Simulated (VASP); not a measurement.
# MoS2 (P6_3/mmc) in VASP: single point with PBE+U

Aim: the single point of MoS2 with PBE+U.

All numbers are computed with VASP 6.6.1; they aren't measurements. Logs are shortened: lines on timing, memory, paths and dates and some standing lists are left out, and cuts for length are marked.

### 1 The cell of the first run

Symmetry: P6_3/mmc, No. 194, hexagonal system. The conventional cell has a = 3.161 Å, b = 3.161 Å, c = 12.295 Å, α = 90.00°, β = 90.00°, γ = 120.00°. Within 3.2 Å of Mo (site symmetry -6m2) lie 6 S at 2.37 Å and 6 Mo at 3.16 Å. Within 3.2 Å of S (site symmetry 3m) lie 3 Mo at 2.37 Å and 7 S at 3.01 to 3.16 Å.

### 2 Single point, PBE+U

Input file INCAR:

```
PREC = Accurate
ENCUT = 520
EDIFF = 1E-6
ISMEAR = 0
SIGMA = 0.05
LREAL = False
LASPH = True
NELM = 150
ALGO = Normal
ISIF = 2
LWAVE = False
LCHARG = False
LMAXMIX = 4
LDAU = True
LDAUTYPE = 2
LDAUL = 2 -1
LDAUU = 4 0
LDAUJ = 0 0
LDAUPRINT = 1
GGA = PE
NBANDS = 35
```

Input file KPOINTS:

```
Automatic mesh
0
Gamma
  7 7 2
```

Input file POSCAR:

```
MoS2
1.0
    3.1610015200      0.0000000000      0.0000000000
   -1.5805007600      2.7375076200      0.0000000000
    0.0000000000      0.0000000000     12.2949997000
Mo S
2 4
Direct
    0.3333333333      0.6666666667      0.2500000000
    0.6666666667      0.3333333333      0.7500000000
    0.3333333333      0.6666666667      0.6275000000
    0.6666666667      0.3333333333      0.1275000000
    0.3333333333      0.6666666667      0.8725000000
    0.6666666667      0.3333333333      0.3725000000
```

Potentials or basis: VASP PAW PBE potentials, release 64 (Mo_sv, S).

Run with:

```bash
$ cat potpaw_PBE.64/Mo_sv/POTCAR potpaw_PBE.64/S/POTCAR > POTCAR
$ mpirun -np 1 vasp_std > vasp.out
```

OUTCAR:

```text
PREC = Accurate
   ENCUT = 520
   EDIFF = 1E-6
   ISMEAR = 0
   LREAL = False
   LASPH = True
   NELM = 150
   ISIF = 2
   GGA = PE

 ion  position               nearest neighbor table
   1  0.333  0.667  0.250-   4 2.37   6 2.37   4 2.37   6 2.37   4 2.37   6 2.37
   2  0.667  0.333  0.750-   3 2.37   5 2.37   3 2.37   5 2.37   3 2.37   5 2.37
   3  0.333  0.667  0.627-   2 2.37   2 2.37   2 2.37
   4  0.667  0.333  0.127-   1 2.37   1 2.37   1 2.37
   5  0.333  0.667  0.873-   2 2.37   2 2.37   2 2.37
   6  0.667  0.333  0.373-   1 2.37   1 2.37   1 2.37

  LATTYP: Found a hexagonal cell.
 ALAT       =     3.1610015200
 C/A-ratio  =     3.8895899360

  Lattice vectors:

 A1 = (   3.1610015200,   0.0000000000,   0.0000000000)
 A2 = (  -1.5805007600,   2.7375076200,   0.0000000000)
 A3 = (   0.0000000000,   0.0000000000,  12.2949997000)

Analysis of symmetry for initial positions (statically):
=====================================================================
 Subroutine PRICEL returns:
 Original cell was already a primitive cell.

 Routine SETGRP: Setting up the symmetry group for a
 hexagonal supercell.

 Subroutine GETGRP returns: Found 24 space group operations
 (whereof 12 operations were pure point group operations)
 out of a pool of 24 trial point group operations.

The static configuration has the point symmetry D_3d.
 The point group associated with its full space group is D_6h.

Analysis of symmetry for dynamics (positions and initial velocities):
=====================================================================
 Subroutine PRICEL returns:
 Original cell was already a primitive cell.

 Routine SETGRP: Setting up the symmetry group for a
 hexagonal supercell.

 Subroutine GETGRP returns: Found 24 space group operations
 (whereof 12 operations were pure point group operations)
 out of a pool of 24 trial point group operations.

The dynamic configuration has the point symmetry D_3d.
 The point group associated with its full space group is D_6h.

[... 183 lines left out ...]
 -0.0000 -0.0000  0.0000  0.0000  0.3947

spin component  2

  0.3947  0.0000  0.0000  0.0000 -0.0000
  0.0000  0.3891 -0.0000 -0.0000 -0.0000
  0.0000 -0.0000  0.4310 -0.0000  0.0000
  0.0000 -0.0000 -0.0000  0.3891  0.0000
 -0.0000 -0.0000  0.0000  0.0000  0.3947

 occupancies and eigenvectors

  o =  0.3891  v =  0.0000 -0.0000 -0.0000 -1.0000  0.0000  0.0000  0.0000  0.0000  0.0000  0.0000      0.0000  0.0000  0.0000  0.0000  0.0000  0.0000  0.0000  0.0000  0.0000  0.0000
  o =  0.3891  v =  0.0000  0.0000  0.0000  0.0000  0.0000  0.0000 -0.0000 -0.0000 -1.0000  0.0000      0.0000  0.0000  0.0000  0.0000  0.0000  0.0000  0.0000  0.0000  0.0000  0.0000
  o =  0.3891  v =  0.0000  1.0000 -0.0000 -0.0000  0.0000  0.0000  0.0000  0.0000  0.0000  0.0000      0.0000  0.0000  0.0000  0.0000  0.0000  0.0000  0.0000  0.0000  0.0000  0.0000
  o =  0.3891  v =  0.0000  0.0000  0.0000  0.0000  0.0000  0.0000  1.0000 -0.0000 -0.0000  0.0000      0.0000  0.0000  0.0000  0.0000  0.0000  0.0000  0.0000  0.0000  0.0000  0.0000
  o =  0.3947  v =  0.0000 -0.0000 -0.0000 -0.0000  1.0000  0.0000  0.0000  0.0000  0.0000  0.0000      0.0000  0.0000  0.0000  0.0000  0.0000  0.0000  0.0000  0.0000  0.0000  0.0000
  o =  0.3947  v =  0.0000  0.0000  0.0000  0.0000  0.0000  0.0000 -0.0000 -0.0000 -0.0000  1.0000      0.0000  0.0000  0.0000  0.0000  0.0000  0.0000  0.0000  0.0000  0.0000  0.0000
  o =  0.3947  v =  0.0000  0.0000  0.0000  0.0000  0.0000  1.0000  0.0000  0.0000  0.0000  0.0000      0.0000  0.0000  0.0000  0.0000  0.0000  0.0000  0.0000  0.0000  0.0000  0.0000
  o =  0.3947  v =  1.0000  0.0000  0.0000  0.0000  0.0000  0.0000  0.0000  0.0000  0.0000  0.0000      0.0000  0.0000  0.0000  0.0000  0.0000  0.0000  0.0000  0.0000  0.0000  0.0000
  o =  0.4310  v =  0.0000  0.0000  1.0000  0.0000  0.0000  0.0000  0.0000  0.0000  0.0000  0.0000      0.0000  0.0000  0.0000  0.0000  0.0000  0.0000  0.0000  0.0000  0.0000  0.0000
  o =  0.4310  v =  0.0000  0.0000  0.0000  0.0000  0.0000  0.0000  0.0000  1.0000  0.0000  0.0000      0.0000  0.0000  0.0000  0.0000  0.0000  0.0000  0.0000  0.0000  0.0000  0.0000

 number of electron      51.9999998 magnetization

 Free energy of the ion-electron system (eV)
  ---------------------------------------------------
  ext. energy  EPLUGINS =         0.00000000
  ---------------------------------------------------
  free energy    TOTEN  =       -33.84292137 eV

  energy without entropy =      -33.84292137  energy(sigma->0) =      -33.84292137

 E-fermi :   8.1594     XC(G=0): -10.7847

 val. band max:        7.7922982848   @ k =   0.0000   0.0000   0.0000
 cond. band min:       8.7805709302   @ k =   0.2857   0.2857   0.0000
 fundamental gap:      0.9882726454
 Fermi energy:         8.1594186599

 k-point     1 :       0.0000    0.0000    0.0000
  band No.  band energies     occupation
      1     -54.1986      2.00000
      2     -54.1986      2.00000
      3     -28.3381      2.00000
      4     -28.3380      2.00000
      5     -28.1547      2.00000
      6     -28.1547      2.00000
[... 597 lines left out ...]
     34      12.0417      0.00000
     35      14.4058      0.00000

------------------------ aborting loop because EDIFF is reached ----------------------------------------

  FORCE on cell =-STRESS in cart. coord.  units (eV):
  Direction    XX          YY          ZZ          XY          YZ          ZX
  --------------------------------------------------------------------------------------
  -------------------------------------------------------------------------------------
  Total        5.9503715      5.9503715     10.4203853     -0.0000000      0.0000000      0.0000000
  in kB       89.6078589     89.6078590    156.9227090     -0.0000000      0.0000000      0.0000000
  external PRESSURE =     112.0461423 kB  Pullay stress =       0.0000000 kB

 VOLUME and BASIS-vectors are now :
 -----------------------------------------------------------------------------
  energy-cutoff  :      520.00
  volume of cell :      106.39
      direct lattice vectors                 reciprocal lattice vectors
     3.161001520  0.000000000  0.000000000     0.316355432  0.182647893  0.000000000
    -1.580500760  2.737507620  0.000000000     0.000000000  0.365295787  0.000000000
     0.000000000  0.000000000 12.294999700     0.000000000  0.000000000  0.081333878

 POSITION                                       TOTAL-FORCE (eV/Angst)
 -----------------------------------------------------------------------------------
     -0.00000      1.82501      3.07375        -0.000000      0.000000     -0.000000
      1.58050      0.91250      9.22125         0.000000     -0.000000     -0.000000
     -0.00000      1.82501      7.71511         0.000000      0.000000     -1.478908
      1.58050      0.91250      1.56761        -0.000000      0.000000     -1.478908
     -0.00000      1.82501     10.72739         0.000000     -0.000000      1.478908
      1.58050      0.91250      4.57989         0.000000     -0.000000      1.478908
 -----------------------------------------------------------------------------------
    total drift:                               -0.000000      0.000000     -0.000000

  FREE ENERGIE OF THE ION-ELECTRON SYSTEM (eV)
  ---------------------------------------------------
  free  energy   TOTEN  =       -33.8429213705 eV

  energy  without entropy=      -33.8429213705  energy(sigma->0) =      -33.84292137
```

stdout:

```text
POSCAR found type information on POSCAR MoS
 POSCAR found :  2 types and       6 ions
 scaLAPACK will be used
 LDA part: xc-table for (Slater+PW92), standard interpolation
 POSCAR, INCAR and KPOINTS ok, starting setup
 FFT: planning ... GRIDC
 FFT: planning ... GRID_SOFT
 FFT: planning ... GRID
 WAVECAR not read
 entering main loop
```

It took 43 s on 1 thread of Intel Xeon Platinum 8259CL at 2.50GHz (Skylake/Cascade Lake), shared host; peak memory 0.24 GiB.

Results:

```yaml
Free_energy: -33.8429 eV
Pressure: 11.2 GPa
Largest_force: 1.479 eV/Å
Band_gap_on_the_k_mesh: 0.99 eV (least direct gap 2.04 eV)
```

Forces on the atoms (eV/Å):
```
Mo   0.000  0.000  0.000
Mo   0.000  0.000  0.000
S    0.000  0.000 -1.479
S    0.000  0.000 -1.479
S    0.000  0.000  1.479
S    0.000  0.000  1.479
```

Stress tensor (GPa, compression positive):
```
 8.96  0.00  0.00
 0.00  8.96  0.00
 0.00  0.00 15.69
```

Eigenvalues of the final occupation matrices:
| site | spin | trace | eigenvalues |
| --- | --- | --- | --- |
| site 1 d | 1 | 2.00 | 0.39 0.39 0.39 0.39 0.43 |
| site 1 d | 2 | 2.00 | 0.39 0.39 0.39 0.39 0.43 |
| site 2 d | 1 | 2.00 | 0.39 0.39 0.39 0.39 0.43 |
| site 2 d | 2 | 2.00 | 0.39 0.39 0.39 0.39 0.43 |

Caveat: the stress differs along the axes, from 9 to 16 GPa; this functional lacks dispersion, which binds layers or chains, so the pressure and a relaxed spacing across them are unreliable; forces of over 1 eV/Å act on the atoms, so gaps and moduli don't describe the material at rest. A k mesh can miss the band edges.
